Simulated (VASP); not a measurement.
# Mg5O (R-3m) in VASP: single point with PBE

Aim: the single point of Mg5O with PBE.

All numbers are computed with VASP 6.6.1; they aren't measurements. Logs are shortened: lines on timing, memory, paths and dates and some standing lists are left out, and cuts for length are marked.

**1. The cell of the first run**

Symmetry: R-3m, No. 166, trigonal system. Conventional cell: a = 5.923 Å, b = 5.923 Å, c = 10.997 Å, α = 90.00°, β = 90.00°, γ = 120.00°. Within 3.3 Å of Mg (site symmetry 2/m) lie 2 O at 2.51 Å and 10 Mg at 2.89 to 3.25 Å. Mg (site symmetry 3m) has 10 Mg at 2.67 to 3.25 Å and 3 O at 3.46 Å within 3.5 Å. Within 3.3 Å of O (site symmetry -3m) lie 6 Mg at 2.51 Å.

**2. Single point, PBE**

INCAR reads:

```
SYSTEM = Mg5O
PREC = Accurate
ENCUT = 600
EDIFF = 1E-6
ISMEAR = 0
SIGMA = 0.2
LREAL = .FALSE.
LASPH = .TRUE.
NELM = 120
ALGO = Normal
ISIF = 2
LWAVE = .FALSE.
LCHARG = .FALSE.
GGA = PE
NBANDS = 17
GGA_COMPAT = .FALSE.
```

KPOINTS reads:

```
regular mesh
0
G
  4 4 4
  0 0 0
```

POSCAR reads:

```
Mg5O
1.0
    2.9615380383      1.7098447837      3.6656581822
   -2.9615380383      1.7098447837      3.6656581822
    0.0000000000     -3.4196895673      3.6656581822
Mg O
5 1
Direct
    0.5000000000      0.5000000000      0.0000000000
    0.0000000000      0.5000000000      0.5000000000
    0.5000000000      0.0000000000      0.5000000000
    0.8786781551      0.8786781551      0.8786781551
    0.1213218449      0.1213218449      0.1213218449
    0.5000000000      0.5000000000      0.5000000000
```

Potentials or basis: VASP PAW PBE potentials, release 64 (Mg, O).

Run with:

```sh
$ cat potpaw_PBE.64/Mg/POTCAR potpaw_PBE.64/O/POTCAR > POTCAR
$ mpirun -np 1 vasp_std > vasp.out
```

OUTCAR:

```text
SYSTEM = Mg5O
   PREC = Accurate
   ENCUT = 600
   EDIFF = 1E-6
   ISMEAR = 0
   LREAL = .FALSE.
   LASPH = .TRUE.
   NELM = 120
   ISIF = 2
   GGA = PE

 ion  position               nearest neighbor table
   1  0.500  0.500  0.000-   6 2.51   6 2.51   4 2.89   5 2.89   3 2.96   2 2.96   3 2.96   2 2.96
                             5 3.25   4 3.25   5 3.25   4 3.25
   2  0.000  0.500  0.500-   6 2.51   6 2.51   4 2.89   5 2.89   3 2.96   3 2.96   1 2.96   1 2.96
                             5 3.25   4 3.25   4 3.25   5 3.25
   3  0.500  0.000  0.500-   6 2.51   6 2.51   4 2.89   5 2.89   2 2.96   2 2.96   1 2.96   1 2.96
                             5 3.25   4 3.25   5 3.25   4 3.25
   4  0.879  0.879  0.879-   5 2.67   3 2.89   2 2.89   1 2.89   1 3.25   1 3.25   2 3.25   3 3.25
                             3 3.25   2 3.25   5 3.56   5 3.56   5 3.56
   5  0.121  0.121  0.121-   4 2.67   3 2.89   2 2.89   1 2.89   1 3.25   1 3.25   2 3.25   3 3.25
                             2 3.25   3 3.25   4 3.56   4 3.56   4 3.56
   6  0.500  0.500  0.500-   2 2.51   3 2.51   3 2.51   2 2.51   1 2.51   1 2.51

  LATTYP: Found a trigonal (rhomboedric) cell.
 ALAT       =     5.0131154630
 COS(alpha) =     0.3020099833

  Lattice vectors:

 A1 = (   2.9615380383,   1.7098447837,   3.6656581822)
 A2 = (  -2.9615380383,   1.7098447837,   3.6656581822)
 A3 = (   0.0000000000,  -3.4196895673,   3.6656581822)

Analysis of symmetry for initial positions (statically):
=====================================================================
 Subroutine PRICEL returns:
 Original cell was already a primitive cell.

 Routine SETGRP: Setting up the symmetry group for a
 trigonal (rhombohedral) supercell.

 Subroutine GETGRP returns: Found 12 space group operations
 (whereof 12 operations were pure point group operations)
 out of a pool of 12 trial point group operations.

The static configuration has the point symmetry D_3d.

Analysis of symmetry for dynamics (positions and initial velocities):
=====================================================================
 Subroutine PRICEL returns:
 Original cell was already a primitive cell.

 Routine SETGRP: Setting up the symmetry group for a
 trigonal (rhombohedral) supercell.

 Subroutine GETGRP returns: Found 12 space group operations
 (whereof 12 operations were pure point group operations)
 out of a pool of 12 trial point group operations.

The dynamic configuration has the point symmetry D_3d.

 Subroutine INISYM returns: Found 12 space group operations
 (whereof 12 operations are pure point group operations),
 and found     1 'primitive' translations

----------------------------------------------------------------------------------------

                                     Primitive cell

  volume of cell :     111.3723

  direct lattice vectors                    reciprocal lattice vectors
     2.961538038  1.709844784  3.665658182     0.168831193  0.097474735  0.090934102
    -2.961538038  1.709844784  3.665658182    -0.168831193  0.097474735  0.090934102
     0.000000000 -3.419689567  3.665658182     0.000000000 -0.194949469  0.090934102

  length of vectors
     5.013115463  5.013115463  5.013115463     0.215114636  0.215114636  0.215114636

  position of ions in fractional coordinates (direct lattice)
     0.500000000  0.500000000  0.000000000
     0.000000000  0.500000000  0.500000000
     0.500000000  0.000000000  0.500000000
     0.878678155  0.878678155  0.878678155
     0.121321845  0.121321845  0.121321845
     0.500000000  0.500000000  0.500000000

  ion indices of the primitive-cell ions
   primitive index   ion index
                 1           1
                 2           2
                 3           3
                 4           4
                 5           5
                 6           6

----------------------------------------------------------------------------------------

 KPOINTS: regular mesh

Automatic generation of k-mesh.
 Grid dimensions read from file:
 generate k-points for:    4    4    4

 Generating k-lattice:

  Cartesian coordinates                     Fractional coordinates (reciprocal lattice)
     0.042207798  0.024368684  0.022733525     0.250000000  0.000000000  0.000000000
    -0.042207798  0.024368684  0.022733525     0.000000000  0.250000000  0.000000000
     0.000000000 -0.048737367  0.022733525     0.000000000  0.000000000  0.250000000

  Length of vectors
     0.053778659  0.053778659  0.053778659

  Shift w.r.t. Gamma in fractional coordinates (k-lattice)
     0.000000000  0.000000000  0.000000000

 Subroutine IBZKPT returns following result:
 ===========================================

 Found     13 irreducible k-points:

 Following reciprocal coordinates:
            Coordinates               Weight
  0.000000  0.000000  0.000000      1.000000
  0.250000 -0.000000  0.000000      6.000000
  0.500000 -0.000000  0.000000      3.000000
  0.250000  0.250000  0.000000      6.000000
  0.500000  0.250000 -0.000000     12.000000
 -0.250000  0.250000  0.000000      6.000000
  0.500000  0.500000  0.000000      3.000000
  0.250000  0.250000  0.250000      2.000000
  0.500000  0.250000  0.250000      6.000000
 -0.250000  0.250000  0.250000      6.000000
  0.500000  0.500000  0.250000      6.000000
 -0.250000  0.500000  0.250000      6.000000
  0.500000  0.500000  0.500000      1.000000
   k-points           NKPTS =     13   k-points in BZ     NKDIM =     13   number of bands    NBANDS=     17
   number of dos      NEDOS =    301   number of ions     NIONS =      6
   total plane-waves  NPLWV =  64000
   dimension x,y,z NGX =    40 NGY =   40 NGZ =   40
   dimension x,y,z NGXF=    80 NGYF=   80 NGZF=   80
   ions per type =               5   1
   NGX,Y,Z   is equivalent  to a cutoff of  13.26, 13.26, 13.26 a.u.
   NGXF,Y,Z  is equivalent  to a cutoff of  26.53, 26.53, 26.53 a.u.
 SYSTEM =  Mg5O
   PREC   = accura    normal or accurate (medium, high low for compatibility)
   ISTART =      0    job   : 0-new  1-cont  2-samecut
   ICHARG =      2    charge: 1-file 2-atom 10-const
   ISPIN  =      1    spin polarized calculation?
   LNONCOLLINEAR =      F non collinear calculations
   LSORBIT =      F    spin-orbit coupling
   LASPH  =      T    aspherical Exc in radial PAW
   ENCUT  =  600.0 eV  44.10 Ry    6.64 a.u.  10.01 10.01 10.01*2*pi/ulx,y,z
   NELM   =    120;   NELMIN=  2; NELMDL= -5     # of ELM steps
   EDIFF  = 0.1E-05   stopping-criterion for ELM
   LREAL  =      F    real-space projection
   EDIFFG = 0.1E-04   stopping-criterion for IOM
   NSW    =      0    number of steps for IOM
   IBRION =     -1    ionic relax: 0-MD 1-quasi-New 2-CG
   NFREE  =      0    steps in history (QN), initial steepest desc. (CG)
   ISIF   =      2    stress and relaxation
   ISYM   =      2    0-nonsym 1-usesym 2-fastsym
   POTIM  = 0.5000    time-step for ionic-motion
   TEBEG  =    0.0;   TEEND  =   0.0 temperature during run
   PSTRESS=    0.0 pullay stress
   NELECT =      16.0000    total number of electrons
   NUPDOWN=      -1.0000    fix difference up-down
   EMIN   =  10.00;   EMAX   =-10.00  energy-range for DOS
   EFERMI =   0.00;   METHOD = LEGACY
   ISMEAR =     0;   SIGMA  =   0.20  broadening in eV -4-tet -1-fermi 0-gaus
   EFERMI_NEDOS =   21; number of points for ismear=-14 and -15
   IALGO  =     38    algorithm
   IMIX   =      4    mixing-type and parameters
     AMIX     =   0.40;   BMIX     =  1.00
     AMIX_MAG =   1.60;   BMIX_MAG =  1.00
  volume/ion in A,a.u.               =      18.56       125.26
  Fermi-wavevector in a.u.,A,eV,Ry     =   0.857411  1.620272 10.002374  0.735154
  Thomas-Fermi vector in A             =   1.974460
   LORBIT       =      0    0 simple, 1 ext, 2 COOP (PROOUT), +10 PAW based schemes
   GGA     = PE    functional components
   LHFCALC =     F    Hartree Fock is set to
   AEXX    =    0.0000 exact exchange contribution
   IVDW    =     0    specifies the selected vdW correction
   LEPSILON=     F    determine dielectric tensor
   LRPA    =     F    only Hartree local field effects (RPA)
 non-spin polarized calculation
 Gauss-broadening in eV      SIGMA  =   0.20
  energy-cutoff  :      600.00
  volume of cell :      111.37
 maximum number of plane-waves:      3730
   NGX = 21   NGY = 21   NGZ = 21

 number of electron      16.0000003 magnetization

 Free energy of the ion-electron system (eV)
  ---------------------------------------------------
  ext. energy  EPLUGINS =         0.00000000
  ---------------------------------------------------
  free energy    TOTEN  =       -14.68108428 eV

  energy without entropy =      -14.64797485  energy(sigma->0) =      -14.66452957

 E-fermi :   3.0847     XC(G=0):  -8.9414

 val. band max:        3.0490024925   @ k =   0.5000   0.5000   0.2500
 cond. band min:       3.1705944217   @ k =  -0.2500   0.2500   0.0000
 fundamental gap:      0.1215919291
 Fermi energy:         3.0847430628

 k-point     1 :       0.0000    0.0000    0.0000
  band No.  band energies     occupation
      1     -14.1351      2.00000
      2      -3.3203      2.00000
      3      -0.8146      2.00000
      4      -0.3034      2.00000
      5      -0.3034      2.00000
      6       2.6189      1.99901
[... 9 lines left out ...]
     16       7.4232      0.00000
     17       7.6744      0.00000

 k-point     2 :       0.2500   -0.0000    0.0000
  band No.  band energies     occupation
      1     -14.1261      2.00000
      2      -3.1198      2.00000
      3      -0.9623      2.00000
      4      -0.4548      2.00000
      5      -0.2845      2.00000
      6       1.3241      2.00000
[... 9 lines left out ...]
     16       8.5598      0.00000
     17       9.3506      0.00000
[... 201 lines left out ...]
 k-point    13 :       0.5000    0.5000    0.5000
  band No.  band energies     occupation
      1     -14.0915      2.00000
      2      -2.4651      2.00000
      3      -0.6080      2.00000
      4      -0.5583      2.00000
      5      -0.5583      2.00000
      6       0.8452      2.00000
[... 9 lines left out ...]
     16       9.7543      0.00000
     17      10.3131      0.00000

------------------------ aborting loop because EDIFF is reached ----------------------------------------

  FORCE on cell =-STRESS in cart. coord.  units (eV):
  Direction    XX          YY          ZZ          XY          YZ          ZX
  --------------------------------------------------------------------------------------
  -------------------------------------------------------------------------------------
  Total       -0.0791022     -0.0791022     -0.2958814      0.0000000     -0.0000000      0.0000000
  in kB       -1.1379469     -1.1379469     -4.2564837      0.0000000     -0.0000000      0.0000000
  external PRESSURE =      -2.1774591 kB  Pullay stress =       0.0000000 kB

 VOLUME and BASIS-vectors are now :
 -----------------------------------------------------------------------------
  energy-cutoff  :      600.00
  volume of cell :      111.37
      direct lattice vectors                 reciprocal lattice vectors
     2.961538038  1.709844784  3.665658182     0.168831193  0.097474735  0.090934102
    -2.961538038  1.709844784  3.665658182    -0.168831193  0.097474735  0.090934102
     0.000000000 -3.419689567  3.665658182     0.000000000 -0.194949469  0.090934102

 POSITION                                       TOTAL-FORCE (eV/Angst)
 -----------------------------------------------------------------------------------
      0.00000      1.70984      3.66566         0.000000      0.000000     -0.000000
     -1.48077     -0.85492      3.66566         0.000000     -0.000000     -0.000000
      1.48077     -0.85492      3.66566         0.000000      0.000000      0.000000
      0.00000      0.00000      9.66280         0.000000      0.000000      0.022827
      0.00000      0.00000      1.33417         0.000000     -0.000000     -0.022827
      0.00000      0.00000      5.49849        -0.000000      0.000000     -0.000000
 -----------------------------------------------------------------------------------
    total drift:                               -0.000000      0.000000      0.000000

  FREE ENERGIE OF THE ION-ELECTRON SYSTEM (eV)
  ---------------------------------------------------
  free  energy   TOTEN  =       -14.6810842808 eV

  energy  without entropy=      -14.6479748549  energy(sigma->0) =      -14.66452957
```

Run time: 31 s. Hardware: 1 thread of Intel Xeon Platinum 8259CL at 2.50GHz (Skylake/Cascade Lake), shared host; peak memory 0.24 GiB.

What came out:

- Free energy: -14.6811 eV
- Pressure: -0.2 GPa
- Largest force: 0.023 eV/Å
- Band gap on the k mesh: zero (band 8 reaches 3.17 eV, above the bottom of band 9 at 2.37 eV)

Forces in eV/Å, atoms in the order of the input:
```
Mg   0.000  0.000  0.000
Mg   0.000  0.000  0.000
Mg   0.000  0.000  0.000
Mg   0.000  0.000  0.023
Mg   0.000  0.000 -0.023
O    0.000  0.000  0.000
```

Stress tensor (GPa, compression positive):
```
-0.11  0.00  0.00
 0.00 -0.11  0.00
 0.00  0.00 -0.43
```
